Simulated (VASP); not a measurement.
# KF (P4/mmm) in VASP: further runs, part 2 of 2

VASP 6.6.1.

**3. Single point, PBEsol (strain +0.080 along x and y, -0.040 along z)**

Input file INCAR:

```
PREC = Accurate
ENCUT = 520
EDIFF = 1E-6
ISMEAR = 0
SIGMA = 0.05
LREAL = F
LASPH = T
NELM = 60
ALGO = Normal
ISIF = 2
LWAVE = F
LCHARG = F
GGA = PS
NBANDS = 15
```

Input file KPOINTS:

```
regular mesh
0
Gamma
  8 8 8
```

Input file POSCAR:

```
KF
1.0
    3.5196714000      0.0000000000      0.0000000000
    0.0000000000      3.5196714000      0.0000000000
    0.0000000000      0.0000000000      3.1285968000
K F
1 1
Direct
    0.0000000000      0.0000000000      0.0000000000
    0.5000000000      0.5000000000      0.5000000000
```

Potentials or basis: VASP PAW PBE potentials, release 64 (K_sv, F).

On the command line:

```sh
> cat potpaw_PBE.64/K_sv/POTCAR potpaw_PBE.64/F/POTCAR > POTCAR
> mpirun -np 1 vasp_std > vasp.out
```

OUTCAR:

```text
PREC = Accurate
   ENCUT = 520
   EDIFF = 1E-6
   ISMEAR = 0
   LREAL = F
   LASPH = T
   NELM = 60
   ISIF = 2
   GGA = PS

 ion  position               nearest neighbor table
   1  0.000  0.000  0.000-
   2  0.500  0.500  0.500-

  LATTYP: Found a simple tetragonal cell.
 ALAT       =     3.5196714000
 C/A-ratio  =     0.8888888889

  Lattice vectors:

 A1 = (   3.5196714000,   0.0000000000,   0.0000000000)
 A2 = (   0.0000000000,   3.5196714000,   0.0000000000)
 A3 = (   0.0000000000,   0.0000000000,   3.1285968000)

Analysis of symmetry for initial positions (statically):
=====================================================================
 Subroutine PRICEL returns:
 Original cell was already a primitive cell.

 Routine SETGRP: Setting up the symmetry group for a
 simple tetragonal supercell.

 Subroutine GETGRP returns: Found 16 space group operations
 (whereof 16 operations were pure point group operations)
 out of a pool of 16 trial point group operations.

[... 173 lines left out ...]
      2     -21.0840      2.00000
      3     -12.9283      2.00000
      4     -12.9283      2.00000
      5     -12.6814      2.00000
      6      -2.5830      2.00000
      7      -2.5830      2.00000
      8      -2.1814      2.00000
      9       2.9284      0.00000
     10       5.4182      0.00000
     11       5.6868      0.00000
     12      10.1670      0.00000
     13      10.9798      0.00000
     14      10.9798      0.00000
[... 401 lines left out ...]
      2     -21.0746      2.00000
      3     -13.2930      2.00000
      4     -12.9234      2.00000
      5     -12.8102      2.00000
      6      -3.3478      2.00000
      7      -2.7330      2.00000
      8      -2.3496      2.00000
      9       6.1742      0.00000
     10       6.7764      0.00000
     11       6.8304      0.00000
     12       8.9241      0.00000
     13      10.1295      0.00000
     14      10.1837      0.00000
     15      12.2395      0.00000

 [... further k-points ...]

------------------------ aborting loop because EDIFF is reached ----------------------------------------

  FORCE on cell =-STRESS in cart. coord.  units (eV):
  Direction    XX          YY          ZZ          XY          YZ          ZX
  --------------------------------------------------------------------------------------
  -------------------------------------------------------------------------------------
  Total       -1.8158643     -1.8158643      0.2974440      0.0000000      0.0000000     -0.0000000
  in kB      -75.0654571    -75.0654571     12.2959444      0.0000000      0.0000000     -0.0000000
  external PRESSURE =     -45.9449899 kB  Pullay stress =       0.0000000 kB

 VOLUME and BASIS-vectors are now :
 -----------------------------------------------------------------------------
  energy-cutoff  :      520.00
  volume of cell :       38.76
      direct lattice vectors                 reciprocal lattice vectors
     3.519671400  0.000000000  0.000000000     0.284117432  0.000000000  0.000000000
     0.000000000  3.519671400  0.000000000     0.000000000  0.284117432  0.000000000
     0.000000000  0.000000000  3.128596800     0.000000000  0.000000000  0.319632111

 POSITION                                       TOTAL-FORCE (eV/Angst)
 -----------------------------------------------------------------------------------
      0.00000      0.00000      0.00000         0.000000      0.000000      0.000000
      1.75984      1.75984      1.56430         0.000000      0.000000      0.000000
 -----------------------------------------------------------------------------------
    total drift:                                0.000000      0.000000      0.000000

  FREE ENERGIE OF THE ION-ELECTRON SYSTEM (eV)
  ---------------------------------------------------
  free  energy   TOTEN  =        -8.1660697580 eV

  energy  without entropy=       -8.1660697580  energy(sigma->0) =       -8.16606976
```

OSZICAR:

```text
N       E                     dE             d eps       ncg     rms          rms(c)
DAV:   1     0.107328143403E+03    0.10733E+03   -0.82528E+03  2258   0.104E+03
DAV:   2    -0.486913863948E+01   -0.11220E+03   -0.10369E+03  2972   0.281E+02
DAV:   3    -0.919371453992E+01   -0.43246E+01   -0.43076E+01  2796   0.487E+01
DAV:   4    -0.932167912385E+01   -0.12796E+00   -0.12794E+00  3253   0.766E+00
DAV:   5    -0.932273586371E+01   -0.10567E-02   -0.10567E-02  2898   0.706E-01    0.549E+00
DAV:   6    -0.825927128490E+01    0.10635E+01   -0.26275E+00  2488   0.121E+01    0.334E+00
DAV:   7    -0.819766918985E+01    0.61602E-01   -0.70088E-02  2855   0.225E+00    0.181E+00
DAV:   8    -0.816496428488E+01    0.32705E-01   -0.52823E-02  2712   0.230E+00    0.294E-01
DAV:   9    -0.816582003869E+01   -0.85575E-03   -0.31769E-03  2554   0.536E-01    0.118E-01
DAV:  10    -0.816600982398E+01   -0.18979E-03   -0.29434E-04  2935   0.167E-01    0.102E-01
DAV:  11    -0.816607289265E+01   -0.63069E-04   -0.71734E-05  2519   0.820E-02    0.138E-02
DAV:  12    -0.816606997172E+01    0.29209E-05   -0.80775E-06  2878   0.323E-02    0.408E-03
DAV:  13    -0.816606975802E+01    0.21370E-06   -0.65374E-07  2073   0.779E-03
   1 F= -.81660698E+01 E0= -.81660698E+01  d E =-.736750E-23
```

Wall time 51 s (1 thread of Intel Xeon 8259CL, shared host); peak memory 0.18 GiB.

Results:

| Property | Result |
| --- | --- |
| Free energy | -8.1661 eV |
| Pressure | -4.6 GPa |
| Band gap on the k mesh | 5.07 eV (least direct gap 5.11 eV) |

Stress tensor (GPa, compression positive):
```
-7.51  0.00  0.00
 0.00 -7.51  0.00
 0.00  0.00  1.23
```

Caveat: the cell differs from its parent crystal (strain +0.080 along x and y, -0.040 along z); the cell stands under tension; the PAW data sets were made with another functional, which shifts forces and pressure a little.

**4. Single point, PBEsol (strain +0.080 along x and y, +0.000 along z)**

Input file INCAR:

```
SYSTEM = KF
ALGO = Normal
EDIFF = 1E-6
ENCUT = 520
GGA = PS
ISIF = 2
ISMEAR = 0
LASPH = .True.
LCHARG = .False.
LREAL = .False.
LWAVE = .False.
NBANDS = 15
NELM = 80
PREC = Accurate
SIGMA = 0.05
```

Input file KPOINTS:

```
k-points
0
Gamma
  8 8 8
  0 0 0
```

Edit POSCAR of step 3 so:

```diff
@@ -4,3 +4,3 @@
     0.0000000000      3.5196714000      0.0000000000
-    0.0000000000      0.0000000000      3.1285968000
+    0.0000000000      0.0000000000      3.2589550000
 K F
```

On the command line:

```sh
> cat potpaw_PBE.64/K_sv/POTCAR potpaw_PBE.64/F/POTCAR > POTCAR
> mpirun -np 1 vasp_std > vasp.out
```

Wall time 53 s (1 thread of Intel Xeon 8259CL, shared host); peak memory 0.18 GiB.

It converged, with:

```
Free energy            : -8.1661 eV
Pressure               : -5.1 GPa
Band gap on the k mesh : 5.00 eV (least direct gap 5.05 eV)
```

Stress tensor (GPa, compression positive):
```
-6.92  0.00  0.00
 0.00 -6.92  0.00
 0.00  0.00 -1.52
```

Levels at points of the mesh, in eV from the valence-band top:
```
           k point  band 6  band 7  band 8  band 9  band 10  band 11
(0.00, 0.00, 0.00)   -0.30   -0.30   -0.05    5.00     7.73     7.89
(0.50, 0.00, 0.00)   -1.19   -0.38   -0.09    7.88     8.63     9.08
(0.50, 0.50, 0.00)   -0.74   -0.74    0.00    7.89     8.11    11.52
(0.00, 0.00, 0.50)   -1.18   -0.33   -0.33    8.51     8.93     9.40
(0.50, 0.00, 0.50)   -0.77   -0.68   -0.21    7.59     8.32    10.50
(0.50, 0.50, 0.50)   -0.99   -0.94   -0.94    9.21     9.21     9.98
```

Caveat: the cell differs from its parent crystal (strain +0.080 along x and y, +0.000 along z); the cell stands under tension; the PAW data sets were made with another functional, which shifts forces and pressure a little.

**5. Summary**

```csv
cell,gap on the mesh (eV),pressure (GPa)
"a = 3.520, b = 3.520, c = 2.998 Å, 2 atoms",5.11,-3.8
"a = 3.520, b = 3.520, c = 3.129 Å, 2 atoms",5.07,-4.6
"a = 3.520, b = 3.520, c = 3.259 Å, 2 atoms",5.00,-5.1
```

Alike in all rows: task single point; level PBEsol; potentials or basis VASP PAW PBE potentials, release 64 (K_sv, F); no spin polarisation; k mesh 8 × 8 × 8; cutoff (eV) 520; smearing gaussian 0.05 eV.

Caveats: the cell stands under tension; the PAW data sets were made with another functional, which shifts forces and pressure a little.

Total energies depend on the potentials used, so only differences within one code and one set of settings carry meaning.
